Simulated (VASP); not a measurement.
Set up this calculation in VASP 6.6.1, as the native input.

- Task: relaxation of cell and atoms
- Functional: BLYP
- Potentials or basis: VASP PAW PBE potentials, release 64 (Te, Cd)
- Cutoff: 600 eV
- k mesh: 7 × 7 × 7
- Occupations: fermi-dirac, width 0.05 eV
- Spin: no spin polarisation
- Dipole correction: no
- Further INCAR settings: ALGO = Normal; EDIFF = 1e-07; IBRION = 2; EDIFFG = -0.01; NSW = 60; ISIF = 3

The structure of CdTe lies in POSCAR:

```
CdTe
1.0
    0.0000000000      3.2050000000      3.2050000000
    3.2050000000      0.0000000000      3.2050000000
    3.2050000000      3.2050000000      0.0000000000
Te Cd
1 1
Direct
    0.7500000000      0.7500000000      0.7500000000
    0.0000000000      0.0000000000      0.0000000000
```

One way to write it, as run:

INCAR

```
PREC     = Accurate       # precision mode
ENCUT    = 600            # plane-wave cutoff, eV
EDIFF    = 1E-7           # SCF threshold, eV
ISMEAR   = -1             # smearing method
SIGMA    = 0.05           # smearing width, eV
LREAL    = False          # projectors in reciprocal space
LASPH    = True           # aspherical terms in the spheres
NELM     = 60             # most SCF steps
ALGO     = Normal         # electronic algorithm
ISIF     = 3              # what is computed and relaxed
LWAVE    = False          # write WAVECAR
LCHARG   = False          # write CHGCAR
GGA      = B5             # functional
ALDAX    = 1.0          
AGGAX    = 1.0          
AGGAC    = 1.0          
ALDAC    = 0.0          
IBRION   = 2              # ionic algorithm
NSW      = 60             # ionic steps
EDIFFG   = -0.01          # ionic threshold
```

KPOINTS

```
Automatic mesh
0
Gamma
  7 7 7
```

Potentials or basis: VASP PAW PBE potentials, release 64 (Te, Cd).

Command:

```sh
$ cat potpaw_PBE.64/Te/POTCAR potpaw_PBE.64/Cd/POTCAR > POTCAR
$ mpirun -np 1 vasp_std > vasp.out
```

Results of the run:

The relaxed volume is 38.88 Å³/atom. The relaxed cell is a = 4.791 Å, b = 4.791 Å, c = 4.791 Å, α = 60.00°, β = 60.00°, γ = 60.00° and the space group after relaxing (to 0.05 Å) is F-43m (No. 216). The energy gained by relaxing is 114.2 meV/atom, the ionic steps are 5 and the pressure after relaxing is 0.0 GPa. The band gap on the k mesh is 0.30 eV, direct.

Caveat: the volume moved by over 15 % at a fixed basis, so the end points are rough; the PAW data sets were made with another functional, which shifts forces and pressure a little; spin-orbit coupling is left out, which moves the levels of the heavy elements; the volume moved by +18 % from the deposited cell, more than functionals usually miss.

Wall time 3.7 min on 1 thread of AMD EPYC 7R43 64-Core Processor (Zen 3), with other jobs on the host, peak memory 0.18 GiB.
